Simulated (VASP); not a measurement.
Here is a VASP 6.6.1 calculation.

Contents of INCAR:

```
SYSTEM = Os
PREC = Accurate
ENCUT = 520
EDIFF = 1E-6
ISMEAR = -1
SIGMA = 0.1
LREAL = .False.
LASPH = .True.
NELM = 100
ALGO = Normal
ISIF = 2
LWAVE = .False.
LCHARG = .False.
GGA = PS
NBANDS = 15
```

File KPOINTS:

```
regular mesh
0
Gamma
  10 10 10
  0 0 0
```

File POSCAR:

```
Os
1.0
    0.0000000000      2.7512045194      2.7512045194
    2.7512045194      0.0000000000      2.7512045194
    2.7512045194      2.7512045194      0.0000000000
Os
2
Direct
    0.1250000000      0.1250000000      0.1250000000
    0.8750000000      0.8750000000      0.8750000000
```

Potentials or basis: VASP PAW PBE potentials, release 64 (Os).

Launch:

```bash
$ cat potpaw_PBE.64/Os/POTCAR > POTCAR
$ mpirun -np 1 vasp_std > vasp.out
```

**Question.** What does it give for the pressure?

**Answer.** -1.1 GPa.

**Question.** What does it give for the band gap on the k mesh?

**Answer.** Zero (bands 8 and 9 overlap by 1.15 eV).

Caveat: the PAW data sets were made with another functional, which shifts forces and pressure a little; spin-orbit coupling is left out, which moves the levels of the heavy elements.
